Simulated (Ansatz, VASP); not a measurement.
Hf2ZrC3: VASP beside Ansatz

```xyz
6
Lattice="4.2933 0.0000 0.0000 -2.1466 3.7181 0.0000 0.0000 0.0000 5.8903" Properties=species:S:1:pos:R:3 pbc="T T T"
Zr    0.0000    2.4787    2.9452
Hf    0.0000    0.0000    0.0000
Hf    0.0000    0.0000    2.9452
C     0.0000    2.4787    5.2228
C     0.0000    2.4787    0.6676
C     2.1466    1.2394    2.9452
```

Alike in both runs: functional PBE; k mesh 6 × 6 × 4; occupations gaussian, width 0.1 eV; no spin polarisation.

Ansatz relaxed the structure, and its values are those at the end. VASP's run is a single point on that final structure, the one shown.

```csv
,VASP,Ansatz
version,VASP 6.6.1,Ansatz 0.2.0
potentials or method,"VASP PAW PBE potentials, release 64 (Zr_sv, Hf_pv, C), cutoff 520 eV","scalar-relativistic, plane waves, PAW"
valence electrons in the cell,44,76
```

```csv
,VASP,Ansatz,Ansatz less VASP
gap on the k mesh at the Fermi level (eV),none,none,-
pressure (GPa),-0.4,0.0,+0.37
rms of the force components (eV/Å),0.026,0.002,-0.0242
```

A gap of «none» marks a metal or a gap that the smearing closes. With one functional, cell and mesh, what is left measures potentials, basis and numerics. VASP's potentials hold 44 valence electrons a cell and Ansatz's 76, so a difference there can come from the potentials and not from the codes.

Neither program's run includes spin-orbit coupling.
